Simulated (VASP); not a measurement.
A run of VASP 6.6.1:

INCAR

```
PREC = Accurate ; ENCUT = 520
EDIFF = 1E-7 ; ISMEAR = 0
SIGMA = 0.15 ; LREAL = False
LASPH = True ; NELM = 60
ALGO = Fast ; ISIF = 2
LWAVE = False ; LCHARG = False
GGA = CA ; NBANDS = 18
```

The input KPOINTS:

```
Automatic mesh
0
Gamma
  18 18 10
```

File POSCAR:

```
Ta
1.0
    2.9003720726      0.0000000000      0.0000000000
   -1.4501860363      2.5117958953      0.0000000000
    0.0000000000      0.0000000000      5.0629485200
Ta
2
Direct
    0.6666666667      0.3333333333      0.7500000000
    0.3333333333      0.6666666667      0.2500000000
```

Potentials or basis: VASP PAW LDA potentials, release 64 (Ta_pv).

Run with:

```console
$ cat potpaw_LDA.64/Ta_pv/POTCAR > POTCAR
$ mpirun -np 1 vasp_std > vasp.out
```

Hardware: 1 thread of Intel(R) Xeon(R) 6975P-C (Granite Rapids), with other jobs on the host.

**Question.** How long does it take, and how much memory?

**Answer.** Run time: 56 s on 1 thread of Intel(R) Xeon(R) 6975P-C (Granite Rapids), with other jobs on the host, peak memory 0.23 GiB. Counts: scf iterations 16, k points 222.
